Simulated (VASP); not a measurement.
Crystal: TiO2.

```xyz
12
Lattice="6.1536 -1.8835 0.0000 6.1536 1.8835 0.0000 -1.9283 0.0000 6.3290" Properties=species:S:1:pos:R:3 pbc="T T T"
Ti   10.5189    0.0000    1.8329
Ti    1.8562    0.0000    1.7959
Ti   -0.1400    0.0000    4.4961
Ti    8.5226    0.0000    4.5330
O     3.8886    0.0000    1.8569
O     1.9846    0.0000    4.1297
O     8.7534    0.0000    6.2992
O     8.3943    0.0000    2.1993
O    10.3741    0.0000    3.9874
O     1.6255    0.0000    0.0298
O     6.4903    0.0000    4.4721
O     0.0047    0.0000    2.3416
```

Base run:

```yaml
Program: VASP 6.6.1
Functional: revPBE
Potentials_or_basis: VASP PAW PBE potentials, release 64 (Ti_sv, O)
Cutoff: 520 eV
k_mesh: 8 × 8 × 4
Occupations: fermi-dirac, width 0.05 eV
Spin: no spin polarisation
```

Its results: band gap on the k mesh 2.75 eV (least direct gap 2.92 eV); pressure 2.5 GPa; largest force 0.142 eV/Å.

**Question.** After a change of settings the same cell gave: band gap on the k mesh 2.75 eV (least direct gap 2.92 eV); pressure -4.1 GPa; largest force 0.235 eV/Å. Which change was it?
A. dispersion from none to D4
B. functional from revPBE to BLYP
C. functional from revPBE to PBEsol
D. functional from revPBE to PBE; k mesh from 8 × 8 × 4 to 6 × 6 × 3

**Answer.** A.

Dispersion adds attraction, which lowers the pressure at fixed volume and, as a term added to the energy, leaves the levels alone.

Caveats: the PAW data sets were made with another functional, which shifts forces and pressure a little; the cell stands under tension (at least some runs).
